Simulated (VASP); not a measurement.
# K (Im-3m) in VASP: notebook

The runs below take K through relaxation of cell and atoms, single point, with revPBE+D3(BJ), revPBE+D4, LDA.

All numbers are computed with VASP 6.6.1; they aren't measurements. Logs are shortened: lines on timing, memory, paths and dates and some standing lists are left out, and cuts for length are marked.

### 1 The cell of the first run

The structure is cubic, space group Im-3m (No. 229). The conventional cell has a = 5.395 Å, b = 5.395 Å, c = 5.395 Å, α = 90.00°, β = 90.00°, γ = 90.00°.

### 2 Relaxation of cell and atoms, revPBE+D3(BJ)

Input file INCAR:

```
PREC = Accurate
ENCUT = 600
EDIFF = 1E-7
ISMEAR = -1
SIGMA = 0.05
LREAL = F
LASPH = T
NELM = 80
ALGO = Normal
ISIF = 3
LWAVE = F
LCHARG = F
GGA = RE
IVDW = 12
IBRION = 2
NSW = 80
EDIFFG = -0.005
```

Input file KPOINTS:

```
Automatic mesh
0
Gamma
  7 7 7
```

Input file POSCAR:

```
K
1.0
   -2.6975585167      2.6975585167      2.6975585167
    2.6975585167     -2.6975585167      2.6975585167
    2.6975585167      2.6975585167     -2.6975585167
K
1
Direct
    0.0000000000      0.0000000000      0.0000000000
```

Potentials or basis: VASP PAW PBE potentials, release 64 (K_sv).

Command:

```console
> cat potpaw_PBE.64/K_sv/POTCAR > POTCAR
> mpirun -np 1 vasp_std > vasp.out
```

OUTCAR:

```text
PREC = Accurate
   ENCUT = 600
   EDIFF = 1E-7
   ISMEAR = -1
   LREAL = F
   LASPH = T
   NELM = 80
   ISIF = 3
   GGA = RE
   IVDW = 12
   IBRION = 2
   NSW = 80
   EDIFFG = -0.005
 IVDW          = 12

 ion  position               nearest neighbor table
   1  0.000  0.000  0.000-

  LATTYP: Found a body centered cubic cell.
 ALAT       =     5.3951170334

  Lattice vectors:

 A1 = (  -2.6975585167,   2.6975585167,   2.6975585167)
 A2 = (   2.6975585167,  -2.6975585167,   2.6975585167)
 A3 = (   2.6975585167,   2.6975585167,  -2.6975585167)

Analysis of symmetry for initial positions (statically):
=====================================================================
 Subroutine PRICEL returns:
 Original cell was already a primitive cell.

 Routine SETGRP: Setting up the symmetry group for a
 body centered cubic supercell.

 Subroutine GETGRP returns: Found 48 space group operations
 (whereof 48 operations were pure point group operations)
 out of a pool of 48 trial point group operations.

The static configuration has the point symmetry O_h .

Analysis of symmetry for dynamics (positions and initial velocities):
=====================================================================
 Subroutine PRICEL returns:
 Original cell was already a primitive cell.

 Routine SETGRP: Setting up the symmetry group for a
 body centered cubic supercell.

 Subroutine GETGRP returns: Found 48 space group operations
 (whereof 48 operations were pure point group operations)
 out of a pool of 48 trial point group operations.

The dynamic configuration has the point symmetry O_h .

 Subroutine INISYM returns: Found 48 space group operations
 (whereof 48 operations are pure point group operations),
 and found     1 'primitive' translations

----------------------------------------------------------------------------------------

                                     Primitive cell

  volume of cell :      78.5186

  direct lattice vectors                    reciprocal lattice vectors
    -2.697558517  2.697558517  2.697558517     0.000000000  0.185352791  0.185352791
     2.697558517 -2.697558517  2.697558517     0.185352791  0.000000000  0.185352791
     2.697558517  2.697558517 -2.697558517     0.185352791  0.185352791  0.000000000

  length of vectors
     4.672308407  4.672308407  4.672308407     0.262128431  0.262128431  0.262128431

  position of ions in fractional coordinates (direct lattice)
     0.000000000  0.000000000  0.000000000

  ion indices of the primitive-cell ions
   primitive index   ion index
                 1           1

----------------------------------------------------------------------------------------

 KPOINTS: Automatic mesh

Automatic generation of k-mesh.
 Grid dimensions read from file:
 generate k-points for:    7    7    7

 Generating k-lattice:

  Cartesian coordinates                     Fractional coordinates (reciprocal lattice)
     0.000000000  0.026478970  0.026478970     0.142857143  0.000000000  0.000000000
     0.026478970  0.000000000  0.026478970     0.000000000  0.142857143  0.000000000
     0.026478970  0.026478970  0.000000000     0.000000000  0.000000000  0.142857143

  Length of vectors
     0.037446919  0.037446919  0.037446919

  Shift w.r.t. Gamma in fractional coordinates (k-lattice)
     0.000000000  0.000000000  0.000000000

 Subroutine IBZKPT returns following result:
 ===========================================

 Found     20 irreducible k-points:

 Following reciprocal coordinates:
            Coordinates               Weight
  0.000000  0.000000  0.000000      1.000000
  0.142857  0.000000  0.000000     12.000000
  0.285714  0.000000  0.000000     12.000000
  0.428571  0.000000  0.000000     12.000000
  0.142857  0.142857  0.000000     24.000000
  0.285714  0.142857 -0.000000     48.000000
[... 12 lines left out ...]
 -0.428571 -0.428571  0.285714      8.000000
 -0.428571  0.428571  0.428571      6.000000
   k-points           NKPTS =     20   k-points in BZ     NKDIM =     20   number of bands    NBANDS=      8
   number of dos      NEDOS =    301   number of ions     NIONS =      1
   total plane-waves  NPLWV =  64000
   dimension x,y,z NGX =    40 NGY =   40 NGZ =   40
   dimension x,y,z NGXF=    80 NGYF=   80 NGZF=   80
   ions per type =               1
   NGX,Y,Z   is equivalent  to a cutoff of  14.23, 14.23, 14.23 a.u.
   NGXF,Y,Z  is equivalent  to a cutoff of  28.46, 28.46, 28.46 a.u.
 SYSTEM =  unknown system
   PREC   = accura    normal or accurate (medium, high low for compatibility)
   ISTART =      0    job   : 0-new  1-cont  2-samecut
   ICHARG =      2    charge: 1-file 2-atom 10-const
   ISPIN  =      1    spin polarized calculation?
   LNONCOLLINEAR =      F non collinear calculations
   LSORBIT =      F    spin-orbit coupling
   LASPH  =      T    aspherical Exc in radial PAW
   ENCUT  =  600.0 eV  44.10 Ry    6.64 a.u.   9.33  9.33  9.33*2*pi/ulx,y,z
   NELM   =     80;   NELMIN=  2; NELMDL= -5     # of ELM steps
   EDIFF  = 0.1E-06   stopping-criterion for ELM
   LREAL  =      F    real-space projection
   EDIFFG = -.5E-02   stopping-criterion for IOM
   NSW    =     80    number of steps for IOM
   IBRION =      2    ionic relax: 0-MD 1-quasi-New 2-CG
   NFREE  =      1    steps in history (QN), initial steepest desc. (CG)
   ISIF   =      3    stress and relaxation
   ISYM   =      2    0-nonsym 1-usesym 2-fastsym
   POTIM  = 0.5000    time-step for ionic-motion
   TEBEG  =    0.0;   TEEND  =   0.0 temperature during run
   PSTRESS=    0.0 pullay stress
   NELECT =       9.0000    total number of electrons
   NUPDOWN=      -1.0000    fix difference up-down
   EMIN   =  10.00;   EMAX   =-10.00  energy-range for DOS
   EFERMI =   0.00;   METHOD = LEGACY
   ISMEAR =    -1;   SIGMA  =   0.05  broadening in eV -4-tet -1-fermi 0-gaus
   EFERMI_NEDOS =   21; number of points for ismear=-14 and -15
   IALGO  =     38    algorithm
   IMIX   =      4    mixing-type and parameters
     AMIX     =   0.40;   BMIX     =  1.00
     AMIX_MAG =   1.60;   BMIX_MAG =  1.00
  volume/ion in A,a.u.               =      78.52       529.87
  Fermi-wavevector in a.u.,A,eV,Ry     =   0.795240  1.502785  8.604411  0.632406
  Thomas-Fermi vector in A             =   1.901529
   LORBIT       =      0    0 simple, 1 ext, 2 COOP (PROOUT), +10 PAW based schemes
   GGA     = RE    functional components
   LHFCALC =     F    Hartree Fock is set to
   AEXX    =    0.0000 exact exchange contribution
   IVDW    =    12    specifies the selected vdW correction
   LEPSILON=     F    determine dielectric tensor
   LRPA    =     F    only Hartree local field effects (RPA)
 conjugate gradient relaxation of ions
 non-spin polarized calculation
  energy-cutoff  :      600.00
  volume of cell :       78.52
 maximum number of plane-waves:      2659
 NGX is ok and might be reduce to    40
   NGX = 19   NGY = 19   NGZ = 19

--------------------------------------- Ionic step        1  -------------------------------------------

 number of electron       9.0000001 magnetization

 Free energy of the ion-electron system (eV)
  ---------------------------------------------------
  ext. energy  EPLUGINS =         0.00000000
  ---------------------------------------------------
  free energy    TOTEN  =        -0.95208164 eV

  energy without entropy =       -0.94489963  energy(sigma->0) =       -0.94849064

------------------------ aborting loop because EDIFF is reached ----------------------------------------

 Edisp (eV)   -0.18790

 E8    (eV) :    -0.1438

  FORCE on cell =-STRESS in cart. coord.  units (eV):
  Direction    XX          YY          ZZ          XY          YZ          ZX
  --------------------------------------------------------------------------------------
  -------------------------------------------------------------------------------------
  Total      -0.16641    -0.16641    -0.16641    -0.00000     0.00000    -0.00000
  in kB      -3.39554    -3.39554    -3.39554    -0.00000     0.00000    -0.00000
  external pressure =       -3.40 kB  Pullay stress =        0.00 kB
[... 20 lines left out ...]
  energy  without entropy=       -1.1327982105  energy(sigma->0) =       -1.13638922

--------------------------------------- Ionic step        2  -------------------------------------------

 number of electron       9.0000001 magnetization

 E-fermi :  -0.1084     XC(G=0):  -5.4360

 val. band max:       -0.1760771772   @ k =  -0.2857   0.4286   0.1429
 cond. band min:       0.0220297795   @ k =  -0.4286   0.4286   0.1429
 fundamental gap:      0.1981069567
 Fermi energy:        -0.1083601007

 k-point     1 :       0.0000    0.0000    0.0000
  band No.  band energies     occupation
      1     -32.3505      2.00000
      2     -15.7715      2.00000
      3     -15.7715      2.00000
      4     -15.7715      2.00000
      5      -2.1912      2.00000
      6       4.2013      0.00000
      7       4.2013      0.00000
      8       4.2013      0.00000
[... 282 lines left out ...]
  energy  without entropy=       -1.1417808931  energy(sigma->0) =       -1.14522777

--------------------------------------- Ionic step        4  -------------------------------------------

 number of electron       9.0000000 magnetization

 Free energy of the ion-electron system (eV)
  ---------------------------------------------------
  ext. energy  EPLUGINS =         0.00000000
  ---------------------------------------------------
  free energy    TOTEN  =        -0.94098660 eV

  energy without entropy =       -0.93411465  energy(sigma->0) =       -0.93755063

 E-fermi :   0.0639     XC(G=0):  -5.6207

 val. band max:       -0.0047102300   @ k =  -0.2857   0.4286   0.1429
 cond. band min:       0.2001946059   @ k =  -0.4286   0.4286   0.1429
 fundamental gap:      0.2049048359
 Fermi energy:         0.0639492548

 k-point     1 :       0.0000    0.0000    0.0000
  band No.  band energies     occupation
      1     -32.1289      2.00000
      2     -15.5445      2.00000
      3     -15.5445      2.00000
      4     -15.5445      2.00000
      5      -2.1272      2.00000
      6       4.4544      0.00000
      7       4.4544      0.00000
      8       4.4544      0.00000
[... 239 lines left out ...]
  FREE ENERGIE OF THE ION-ELECTRON SYSTEM (eV)
  ---------------------------------------------------
  free  energy   TOTEN  =        -1.1487209767 eV

  energy  without entropy=       -1.1418490342  energy(sigma->0) =       -1.14528501

 reached required accuracy - stopping structural energy minimisation
```

It took 25 s on 1 thread of Intel Xeon 6975P-C (Granite Rapids), shared host; peak memory 0.25 GiB.

Results:

```yaml
Free_energy: -1.1487 eV
Relaxed_volume: 70.85 Å³/atom
Relaxed_cell: a = 4.515 Å, b = 4.515 Å, c = 4.515 Å, α = 109.47°, β = 109.47°, γ = 109.47°
Space_group_after_relaxing_to_0.05_Å: Im-3m (No. 229)
Energy_gained_by_relaxing: 8.7 meV/atom
Ionic_steps: 4
Pressure_after_relaxing: 0.0 GPa
Dispersion_energy_per_atom: -0.208 eV
```

Step by step:
```tsv
step	energy change (eV)	largest force (eV/Å)	pressure (GPa)	volume (Å³)
1	0.0000	0.0000	-0.34	78.52
2	-0.0036	0.0000	-0.27	76.64
3	-0.0087	0.0000	-0.03	71.40
4	-0.0087	0.0000	0.00	70.85
```

Final structure:
```xyz
1
Lattice="-2.6067 2.6067 2.6067 2.6067 -2.6067 2.6067 2.6067 2.6067 -2.6067" Properties=species:S:1:pos:R:3 pbc="T T T"
K     2.6067    2.6067    2.6067
```

Caveat: the PAW data sets were made with another functional, which shifts forces and pressure a little; pairwise dispersion overbinds metals, which lowers pressure and volume.

### 3 Relaxation of cell and atoms, revPBE+D4

Input file INCAR:

```
SYSTEM = K
PREC     = Accurate       ! precision mode
ENCUT    = 600            ! plane-wave cutoff, eV
EDIFF    = 1E-7           ! SCF threshold, eV
ISMEAR   = -1             ! smearing method
SIGMA    = 0.05           ! smearing width, eV
LREAL    = .FALSE.        ! projectors in reciprocal space
LASPH    = .TRUE.         ! aspherical terms in the spheres
NELM     = 100            ! most SCF steps
ALGO     = Normal         ! electronic algorithm
ISIF     = 3              ! what is computed and relaxed
LWAVE    = .FALSE.        ! write WAVECAR
LCHARG   = .FALSE.        ! write CHGCAR
GGA      = RE             ! functional
IVDW     = 13             ! dispersion correction
IBRION   = 2              ! ionic algorithm
NSW      = 80             ! ionic steps
EDIFFG   = -0.005         ! ionic threshold
```

Input file KPOINTS:

```
Automatic mesh
0
G
  7 7 7
  0 0 0
```

POSCAR is that of step 2.

Potentials or basis: VASP PAW PBE potentials, release 64 (K_sv).

Command:

```console
> cat potpaw_PBE.64/K_sv/POTCAR > POTCAR
> mpirun -np 1 vasp_std > vasp.out
```

It took 31 s on 1 thread of Intel Xeon 6975P-C (Granite Rapids), shared host; peak memory 0.25 GiB.

The run converged. Its results:

```yaml
Free_energy: -1.0367 eV
Relaxed_volume: 75.47 Å³/atom
Relaxed_cell: a = 4.611 Å, b = 4.611 Å, c = 4.611 Å, α = 109.47°, β = 109.47°, γ = 109.47°
Space_group_after_relaxing_to_0.05_Å: Im-3m (No. 229)
Energy_gained_by_relaxing: 1.3 meV/atom
Ionic_steps: 5
Pressure_after_relaxing: 0.0 GPa
Dispersion_energy_per_atom: -0.087 eV
```

Step by step:
```csv
step,energy change (eV),largest force (eV/Å),pressure (GPa),volume (Å³)
1,0.0000,0.0000,-0.13,78.52
2,-0.0005,0.0000,-0.10,77.79
3,-0.0012,0.0000,-0.04,76.36
4,-0.0008,0.0000,0.09,73.55
5,-0.0013,0.0000,0.00,75.47
```

Final structure:
```
K
1.0
    -2.66213    2.66213    2.66213
     2.66213   -2.66213    2.66213
     2.66213    2.66213   -2.66213
K
1
Direct
  0.00000 0.00000 0.00000
```

Levels at points of the mesh, in eV from the Fermi level:
| k point | band 3 | band 4 | band 5 | band 6 | band 7 | band 8 |
| --- | --- | --- | --- | --- | --- | --- |
| (0.00, 0.00, 0.00) | -15.65 | -15.65 | -2.10 | 4.33 | 4.33 | 4.33 |

Caveat: the PAW data sets were made with another functional, which shifts forces and pressure a little; pairwise dispersion overbinds metals, which lowers pressure and volume.

### 4 Single point, LDA (volume scaled by 1.15)

Input file INCAR:

```
SYSTEM = K
ALGO = Fast
EDIFF = 1E-6
ENCUT = 520
GGA = CA
ISIF = 2
ISMEAR = 1
LASPH = .TRUE.
LCHARG = .FALSE.
LREAL = .FALSE.
LWAVE = .FALSE.
NBANDS = 10
NELM = 80
PREC = Accurate
SIGMA = 0.1
```

Input file KPOINTS:

```
k-points
0
G
  7 7 7
  0 0 0
```

Input file POSCAR:

```
K
1.0
    4.8951287100      0.0000000000      0.0000000000
   -1.6317095696      4.6151716076      0.0000000000
   -1.6317095696     -2.3075858030      3.9968558555
K
1
Direct
    0.0000000000      0.0000000000      0.0000000000
```

Potentials or basis: VASP PAW LDA potentials, release 64 (K_sv).

Command:

```console
> cat potpaw_LDA.64/K_sv/POTCAR > POTCAR
> mpirun -np 1 vasp_std > vasp.out
```

Run time: 6.3 s. Hardware: 1 thread of Intel Xeon 6975P-C (Granite Rapids), shared host; peak memory 0.16 GiB.

Results (log left out):

```
Free energy : -1.0798 eV
Pressure    : -0.8 GPa
```

Levels at points of the mesh, in eV from the Fermi level:
| k point | band 2 | band 3 | band 4 | band 5 | band 6 | band 7 | band 8 | band 9 |
| --- | --- | --- | --- | --- | --- | --- | --- | --- |
| (0.00, 0.00, 0.00) | -15.65 | -15.65 | -15.65 | -1.87 | 3.96 | 3.96 | 3.96 | 4.77 |

Caveat: the cell differs from its parent crystal (volume scaled by 1.15).

### 5 Summary

```csv
task,level,potentials or basis,cell,cutoff (eV),smearing,gap on the mesh (eV),pressure (GPa),relaxed volume (Å³/atom)
relaxation of cell and atoms,revPBE+D3(BJ),"VASP PAW PBE potentials, release 64 (K_sv)","relaxed from a = 4.672 Å, angles 109.5°, 1 atom",600,fermi-dirac 0.05 eV,none,0.0,70.85
relaxation of cell and atoms,revPBE+D4,"VASP PAW PBE potentials, release 64 (K_sv)","relaxed from a = 4.672 Å, angles 109.5°, 1 atom",600,fermi-dirac 0.05 eV,none,0.0,75.47
single point,LDA,"VASP PAW LDA potentials, release 64 (K_sv)","a = 4.895 Å, angles 109.5°, 1 atom",520,methfessel-paxton 0.1 eV,none,-0.8,-
```

Alike in all rows: no spin polarisation; k mesh 7 × 7 × 7.

Caveats: the PAW data sets were made with another functional, which shifts forces and pressure a little (some runs); pairwise dispersion overbinds metals, which lowers pressure and volume (some runs).

Absolute energies hang on the potentials; compare differences alone.
